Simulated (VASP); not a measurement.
Crystal: Zn2C.

```
C Zn
1.0
     0.00000    2.57795    2.57795
     2.57795    0.00000    2.57795
     2.57795    2.57795    0.00000
C Zn
1 2
Direct
  0.00000 0.00000 0.00000
  0.25000 0.25000 0.25000
  0.75000 0.75000 0.75000
```

Base run:

* Program: VASP 6.6.1
* Functional: r2SCAN
* Potentials or basis: VASP PAW PBE potentials, release 64 (C, Zn)
* Cutoff: 520 eV
* k mesh: 6 × 6 × 6
* Occupations: fermi-dirac, width 0.02 eV
* Spin: no spin polarisation

Its results: band gap on the k mesh 0.12 eV, direct; pressure 0.5 GPa.

**Question.** The run is repeated on the same cell with these changes: k mesh from 6 × 6 × 6 to 4 × 4 × 4. What comes out?

**Answer.** Band gap on the k mesh 0.11 eV, direct; pressure -0.1 GPa.

Caveats: some runs use coarse meshes; the PAW data sets were made with another functional, which shifts forces and pressure a little.

